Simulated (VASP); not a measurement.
Runs of VASP 6.6.1 on Ni. The structure is that of space group Pm-3m (No. 221), or close to it. The cells are those of the table. This isn't the form of Ni at room conditions, which is fcc.

```tsv
cell	gap on the mesh (eV)	pressure (GPa)	moment (μB)
a = 3.322 Å, angles 60.0°, 2 atoms	none	1.1	1.18
a = 3.277 Å, angles 60.0°, 2 atoms	none	(a)	1.09
a = 3.231 Å, angles 60.0°, 2 atoms	none	14.1	1.00
a = 3.450 Å, angles 60.0°, 2 atoms	none	-9.4	(b)
a = 3.409 Å, angles 60.0°, 2 atoms	none	-6.6	1.49
```

Alike in all rows: task single point; level RPBE; potentials or basis VASP PAW PBE potentials, release 64 (Ni); spin collinear, ferromagnetic start; k mesh 13 × 13 × 13; cutoff (eV) 520; smearing fermi-dirac 0.05 eV.

Question: Fill in the values left out.

Answer: (a) 6.7; (b) 1.59.

Caveats: the PAW data sets were made with another functional, which shifts forces and pressure a little; the cell stands under pressure (at least some runs); the cell stands under tension (at least some runs).

A gap of «none» marks levels without a gap at the run's occupations.
